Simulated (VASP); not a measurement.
# HfO2 (P6/mmm) in VASP: notebook

Runs on HfO2. Level: PBEsol. Tasks: single point.

All numbers are computed with VASP 6.6.1; they aren't measurements. Logs are shortened: lines on timing, memory, paths and dates and some standing lists are left out, and cuts for length are marked.

**1. The cell of the first run**

Symmetry: P6/mmm, No. 191, hexagonal system. Conventional cell: a = 3.573 Å, b = 3.573 Å, c = 2.683 Å, α = 90.00°, β = 90.00°, γ = 120.00°. Within 3.2 Å of Hf (site symmetry 6/mmm) lie 12 O at 2.46 Å and 2 Hf at 2.68 Å. O (site symmetry -6m2) has 5 O at 2.06 to 2.68 Å and 6 Hf at 2.46 Å within 2.7 Å.

**2. Single point, PBEsol**

Input file INCAR:

```
SYSTEM = HfO2
PREC = Accurate
ENCUT = 520
EDIFF = 1E-6
ISMEAR = -1
SIGMA = 0.02
LREAL = .False.
LASPH = .True.
NELM = 100
ALGO = Normal
ISIF = 2
LWAVE = .False.
LCHARG = .False.
GGA = PS
NBANDS = 18
```

Input file KPOINTS:

```
regular mesh
0
Gamma
  6 6 7
  0 0 0
```

Input file POSCAR:

```
HfO2
1.0
    3.5734666133      0.0000000000      0.0000000000
   -1.7867333066      3.0947128667      0.0000000000
    0.0000000000      0.0000000000      2.6827214664
Hf O
1 2
Direct
    0.0000000000      0.0000000000      0.0000000000
    0.3333333333      0.6666666667      0.5000000000
    0.6666666667      0.3333333333      0.5000000000
```

Potentials or basis: VASP PAW PBE potentials, release 64 (Hf_pv, O).

Started as:

```
$ cat potpaw_PBE.64/Hf_pv/POTCAR potpaw_PBE.64/O/POTCAR > POTCAR
$ mpirun -np 1 vasp_std > vasp.out
```

OUTCAR:

```text
SYSTEM = HfO2
   PREC = Accurate
   ENCUT = 520
   EDIFF = 1E-6
   ISMEAR = -1
   LREAL = .False.
   LASPH = .True.
   NELM = 100
   ISIF = 2
   GGA = PS

 ion  position               nearest neighbor table
   1  0.000  0.000  0.000-   2 2.46   3 2.46   2 2.46   3 2.46   2 2.46   2 2.46   3 2.46   3 2.46
                             3 2.46   3 2.46   2 2.46   2 2.46
   2  0.333  0.667  0.500-   1 2.46   1 2.46   1 2.46   1 2.46   1 2.46   1 2.46
   3  0.667  0.333  0.500-   1 2.46   1 2.46   1 2.46   1 2.46   1 2.46   1 2.46

  LATTYP: Found a hexagonal cell.
 ALAT       =     3.5734666133
 C/A-ratio  =     0.7507336032

  Lattice vectors:

 A1 = (   3.5734666133,   0.0000000000,   0.0000000000)
 A2 = (  -1.7867333066,   3.0947128667,   0.0000000000)
 A3 = (   0.0000000000,   0.0000000000,   2.6827214664)

Analysis of symmetry for initial positions (statically):
=====================================================================
 Subroutine PRICEL returns:
 Original cell was already a primitive cell.

 Routine SETGRP: Setting up the symmetry group for a
 hexagonal supercell.

 Subroutine GETGRP returns: Found 24 space group operations
 (whereof 24 operations were pure point group operations)
 out of a pool of 24 trial point group operations.

The static configuration has the point symmetry D_6h.

Analysis of symmetry for dynamics (positions and initial velocities):
=====================================================================
 Subroutine PRICEL returns:
 Original cell was already a primitive cell.

 Routine SETGRP: Setting up the symmetry group for a
 hexagonal supercell.

 Subroutine GETGRP returns: Found 24 space group operations
 (whereof 24 operations were pure point group operations)
 out of a pool of 24 trial point group operations.

The dynamic configuration has the point symmetry D_6h.

 Subroutine INISYM returns: Found 24 space group operations
 (whereof 24 operations are pure point group operations),
 and found     1 'primitive' translations

----------------------------------------------------------------------------------------

                                     Primitive cell

  volume of cell :      29.6678

  direct lattice vectors                    reciprocal lattice vectors
     3.573466613  0.000000000  0.000000000     0.279840309  0.161565878  0.000000000
    -1.786733307  3.094712867  0.000000000     0.000000000  0.323131755  0.000000000
     0.000000000  0.000000000  2.682721466     0.000000000  0.000000000  0.372755805

  length of vectors
     3.573466613  3.573466613  2.682721466     0.323131755  0.323131755  0.372755805

  position of ions in fractional coordinates (direct lattice)
     0.000000000  0.000000000  0.000000000
     0.333333333  0.666666667  0.500000000
     0.666666667  0.333333333  0.500000000

  ion indices of the primitive-cell ions
   primitive index   ion index
                 1           1
                 2           2
                 3           3

----------------------------------------------------------------------------------------

 KPOINTS: regular mesh

Automatic generation of k-mesh.
 Grid dimensions read from file:
 generate k-points for:    6    6    7

 Generating k-lattice:

  Cartesian coordinates                     Fractional coordinates (reciprocal lattice)
     0.046640051  0.026927646  0.000000000     0.166666667  0.000000000  0.000000000
     0.000000000  0.053855293  0.000000000     0.000000000  0.166666667  0.000000000
     0.000000000  0.000000000  0.053250829     0.000000000  0.000000000  0.142857143

  Length of vectors
     0.053855293  0.053855293  0.053250829

  Shift w.r.t. Gamma in fractional coordinates (k-lattice)
     0.000000000  0.000000000  0.000000000

 Subroutine IBZKPT returns following result:
 ===========================================

 Found     28 irreducible k-points:

 Following reciprocal coordinates:
            Coordinates               Weight
  0.000000  0.000000  0.000000      1.000000
  0.166667  0.000000  0.000000      6.000000
  0.333333  0.000000  0.000000      6.000000
  0.500000  0.000000  0.000000      3.000000
  0.166667  0.166667  0.000000      6.000000
  0.333333  0.166667  0.000000     12.000000
[... 16 lines left out ...]
  0.166667  0.000000  0.428571     12.000000
  0.333333  0.000000  0.428571     12.000000
 [... further k-points ...]
   k-points           NKPTS =     28   k-points in BZ     NKDIM =     28   number of bands    NBANDS=     18
   number of dos      NEDOS =    301   number of ions     NIONS =      3
   total plane-waves  NPLWV =  15680
   dimension x,y,z NGX =    28 NGY =   28 NGZ =   20
   dimension x,y,z NGXF=    56 NGYF=   56 NGZF=   40
   ions per type =               1   2
   NGX,Y,Z   is equivalent  to a cutoff of  13.03, 13.03, 12.39 a.u.
   NGXF,Y,Z  is equivalent  to a cutoff of  26.05, 26.05, 24.79 a.u.
 SYSTEM =  HfO2
   PREC   = accura    normal or accurate (medium, high low for compatibility)
   ISTART =      0    job   : 0-new  1-cont  2-samecut
   ICHARG =      2    charge: 1-file 2-atom 10-const
   ISPIN  =      1    spin polarized calculation?
   LNONCOLLINEAR =      F non collinear calculations
   LSORBIT =      F    spin-orbit coupling
   LASPH  =      T    aspherical Exc in radial PAW
   ENCUT  =  520.0 eV  38.22 Ry    6.18 a.u.   6.64  6.64  4.99*2*pi/ulx,y,z
   NELM   =    100;   NELMIN=  2; NELMDL= -5     # of ELM steps
   EDIFF  = 0.1E-05   stopping-criterion for ELM
   LREAL  =      F    real-space projection
   EDIFFG = 0.1E-04   stopping-criterion for IOM
   NSW    =      0    number of steps for IOM
   IBRION =     -1    ionic relax: 0-MD 1-quasi-New 2-CG
   NFREE  =      0    steps in history (QN), initial steepest desc. (CG)
   ISIF   =      2    stress and relaxation
   ISYM   =      2    0-nonsym 1-usesym 2-fastsym
   POTIM  = 0.5000    time-step for ionic-motion
   TEBEG  =    0.0;   TEEND  =   0.0 temperature during run
   PSTRESS=    0.0 pullay stress
   NELECT =      22.0000    total number of electrons
   NUPDOWN=      -1.0000    fix difference up-down
   EMIN   =  10.00;   EMAX   =-10.00  energy-range for DOS
   EFERMI =   0.00;   METHOD = LEGACY
   ISMEAR =    -1;   SIGMA  =   0.02  broadening in eV -4-tet -1-fermi 0-gaus
   EFERMI_NEDOS =   21; number of points for ismear=-14 and -15
   IALGO  =     38    algorithm
   IMIX   =      4    mixing-type and parameters
     AMIX     =   0.40;   BMIX     =  1.00
     AMIX_MAG =   1.60;   BMIX_MAG =  1.00
  volume/ion in A,a.u.               =       9.89        66.74
  Fermi-wavevector in a.u.,A,eV,Ry     =   1.481792  2.800180 29.874404  2.195707
  Thomas-Fermi vector in A             =   2.595658
   LORBIT       =      0    0 simple, 1 ext, 2 COOP (PROOUT), +10 PAW based schemes
   GGA     = PS    functional components
   LHFCALC =     F    Hartree Fock is set to
   AEXX    =    0.0000 exact exchange contribution
   IVDW    =     0    specifies the selected vdW correction
   LEPSILON=     F    determine dielectric tensor
   LRPA    =     F    only Hartree local field effects (RPA)
 non-spin polarized calculation
  energy-cutoff  :      520.00
  volume of cell :       29.67
 maximum number of plane-waves:       820
 NGX is ok and might be reduce to    28
   NGX = 13   NGY = 13   NGZ =  9

 number of electron      21.9999994 magnetization

 Free energy of the ion-electron system (eV)
  ---------------------------------------------------
  ext. energy  EPLUGINS =         0.00000000
  ---------------------------------------------------
  free energy    TOTEN  =       -25.92391397 eV

  energy without entropy =      -25.91965243  energy(sigma->0) =      -25.92178320

 E-fermi :   6.7055     XC(G=0): -12.9549

 val. band max:        6.6783350897   @ k =   0.5000   0.0000   0.4286
 cond. band min:       6.7267940275   @ k =   0.3333   0.1667   0.1429
 fundamental gap:      0.0484589378
 Fermi energy:         6.7055044717

 k-point     1 :       0.0000    0.0000    0.0000
  band No.  band energies     occupation
      1     -24.7652      2.00000
      2     -24.7652      2.00000
      3     -23.9613      2.00000
      4     -14.3817      2.00000
      5      -9.3824      2.00000
      6      -0.3288      2.00000
[... 10 lines left out ...]
     17      12.0596      0.00000
     18      18.5807      0.00000

 k-point     2 :       0.1667    0.0000    0.0000
  band No.  band energies     occupation
      1     -24.8458      2.00000
      2     -24.7798      2.00000
      3     -23.9559      2.00000
      4     -14.0312      2.00000
      5      -9.8619      2.00000
      6      -0.2043      2.00000
[... 10 lines left out ...]
     17      12.3518      0.00000
     18      18.5796      0.00000

 k-point     3 :       0.3333    0.0000    0.0000
  band No.  band energies     occupation
      1     -25.0001      2.00000
      2     -24.8090      2.00000
      3     -23.9452      2.00000
      4     -13.1603      2.00000
      5     -10.8466      2.00000
      6       0.0359      2.00000
[... 10 lines left out ...]
     17      13.0691      0.00000
     18      18.5376      0.00000

 k-point     4 :       0.5000    0.0000    0.0000
  band No.  band energies     occupation
      1     -25.0740      2.00000
      2     -24.8235      2.00000
      3     -23.9399      2.00000
      4     -12.3661      2.00000
      5     -11.6422      2.00000
      6      -0.0570      2.00000
[... 375 lines left out ...]
      4     -13.0061      2.00000
      5      -8.8389      2.00000
      6      -1.6726      2.00000
[... 10 lines left out ...]
     17      16.1832      0.00000
     18      18.5773      0.00000

 k-point    23 :       0.1667    0.0000    0.4286
  band No.  band energies     occupation
      1     -25.7129      2.00000
      2     -24.6017      2.00000
      3     -24.5632      2.00000
      4     -12.9194      2.00000
      5      -9.2423      2.00000
      6      -1.2397      2.00000
[... 10 lines left out ...]
     17      16.5548      0.00000
     18      18.5811      0.00000

 k-point    24 :       0.3333    0.0000    0.4286
  band No.  band energies     occupation
      1     -25.6614      2.00000
      2     -24.6985      2.00000
      3     -24.5845      2.00000
      4     -12.6451      2.00000
      5     -10.1431      2.00000
      6      -0.5056      2.00000
[... 10 lines left out ...]
     17      16.5833      0.00000
     18      18.5861      0.00000

 [... further k-points ...]
[... 5 lines left out ...]
  --------------------------------------------------------------------------------------
  -------------------------------------------------------------------------------------
  Total       -1.1499996     -1.1499996     -1.2602620     -0.0000000      0.0000000     -0.0000000
  in kB      -62.1044347    -62.1044347    -68.0590283     -0.0000000      0.0000000     -0.0000000
  external PRESSURE =     -64.0892992 kB  Pullay stress =       0.0000000 kB

 VOLUME and BASIS-vectors are now :
 -----------------------------------------------------------------------------
  energy-cutoff  :      520.00
  volume of cell :       29.67
      direct lattice vectors                 reciprocal lattice vectors
     3.573466613  0.000000000  0.000000000     0.279840309  0.161565878  0.000000000
    -1.786733307  3.094712867  0.000000000     0.000000000  0.323131755  0.000000000
     0.000000000  0.000000000  2.682721466     0.000000000  0.000000000  0.372755805

 POSITION                                       TOTAL-FORCE (eV/Angst)
 -----------------------------------------------------------------------------------
      0.00000      0.00000      0.00000         0.000000      0.000000      0.000000
     -0.00000      2.06314      1.34136         0.000000      0.000000      0.000000
      1.78673      1.03157      1.34136        -0.000000     -0.000000      0.000000
 -----------------------------------------------------------------------------------
    total drift:                               -0.000000      0.000000     -0.000000

  FREE ENERGIE OF THE ION-ELECTRON SYSTEM (eV)
  ---------------------------------------------------
  free  energy   TOTEN  =       -25.9239139661 eV

  energy  without entropy=      -25.9196524340  energy(sigma->0) =      -25.92178320
```

It took 23 s on 1 thread of Intel Xeon 8259CL, shared host; peak memory 0.15 GiB.

Results:

```yaml
Free_energy: -25.9239 eV
Pressure: -6.4 GPa
Band_gap_on_the_k_mesh: zero (band 11 reaches 7.46 eV, above the bottom of band 12 at 5.62 eV)
```

Levels at points of the mesh, in eV from the Fermi level:
| k point | band 9 | band 10 | band 11 | band 12 | band 13 | band 14 |
| --- | --- | --- | --- | --- | --- | --- |
| (0.00, 0.00, 0.00) | -2.55 | -1.57 | -1.57 | -0.78 | 3.12 | 4.92 |
| (0.50, 0.00, 0.00) | -1.72 | -1.39 | -1.27 | -1.09 | 2.75 | 5.00 |

Caveat: the PAW data sets were made with another functional, which shifts forces and pressure a little; spin-orbit coupling is left out, which moves the levels of the heavy elements.

**3. Single point, PBEsol**

This run uses another cell than the first one, of 9.74 Å³/atom, 0.985 times its volume.

Input file INCAR:

```
PREC = Accurate
ENCUT = 520
EDIFF = 1E-6
ISMEAR = -1
SIGMA = 0.02
LREAL = False
LASPH = True
NELM = 80
ALGO = Normal
ISIF = 2
LWAVE = False
LCHARG = False
GGA = PS
NBANDS = 18
```

Input file KPOINTS:

```
Automatic mesh
0
Gamma
  7 7 6
```

Input file POSCAR:

```
HfO2
1.0
    3.5546675039      0.0000000000      0.0000000000
   -1.7773337520      3.0784323604      0.0000000000
    0.0000000000      0.0000000000      2.6711219765
Hf O
1 2
Direct
    0.0000000000      0.0000000000      0.0000000000
    0.3333333333      0.6666666667      0.5000000000
    0.6666666667      0.3333333333      0.5000000000
```

Potentials or basis: VASP PAW PBE potentials, release 64 (Hf_pv, O).

Started as:

```
$ cat potpaw_PBE.64/Hf_pv/POTCAR potpaw_PBE.64/O/POTCAR > POTCAR
$ mpirun -np 1 vasp_std > vasp.out
```

It took 24 s on 1 thread of Intel Xeon 8259CL, shared host; peak memory 0.15 GiB.

The run converged. Its results:

| Quantity | Value |
| --- | --- |
| Free energy | -25.9424 eV |
| Pressure | -3.0 GPa |
| Band gap on the k mesh | zero (band 11 reaches 7.61 eV, above the bottom of band 12 at 5.83 eV) |

Levels at points of the mesh, in eV from the Fermi level:
| k point | band 9 | band 10 | band 11 | band 12 | band 13 | band 14 |
| --- | --- | --- | --- | --- | --- | --- |
| (0.00, 0.00, 0.00) | -2.64 | -1.46 | -1.46 | -0.66 | 3.32 | 5.05 |
| (0.00, 0.00, 0.50) | -4.00 | -4.00 | -3.09 | 1.41 | 1.41 | 5.22 |

Caveat: the k points lie up to 0.39 Å⁻¹ apart; the PAW data sets were made with another functional, which shifts forces and pressure a little; spin-orbit coupling is left out, which moves the levels of the heavy elements.
